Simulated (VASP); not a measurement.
Rh, 1 atom in the cell. It takes space group Fm-3m (No. 225, cubic). The conventional cell has a = 3.894 Å, b = 3.894 Å, c = 3.894 Å, α = 90.00°, β = 90.00°, γ = 90.00°. Rh (site symmetry m-3m) has 12 Rh at 2.75 Å within 3.6 Å. 

- Program: VASP 6.6.1
- Task: single point
- Functional: PBE
- Potentials or basis: VASP PAW PBE potentials, release 64 (Rh_pv)
- Cutoff: 500 eV
- k mesh: 13 × 13 × 13
- Occupations: fermi-dirac, width 0.1 eV
- Spin: no spin polarisation
- Dipole correction: no
- Further INCAR settings: ALGO = Normal; EDIFF = 1e-06; NBANDS = 14

Potentials or basis: VASP PAW PBE potentials, release 64 (Rh_pv).

Command:

```console
$ cat potpaw_PBE.64/Rh_pv/POTCAR > POTCAR
$ mpirun -np 1 vasp_std > vasp.out
```

Hardware: 1 thread of Intel Xeon 8259CL, with other jobs on the host.

Question: Estimate the wall time of this run.

Answer: Wall time 25 s on 1 thread of Intel Xeon 8259CL, on a shared host, peak memory 0.13 GiB. Counts: scf iterations 11, k points 84.
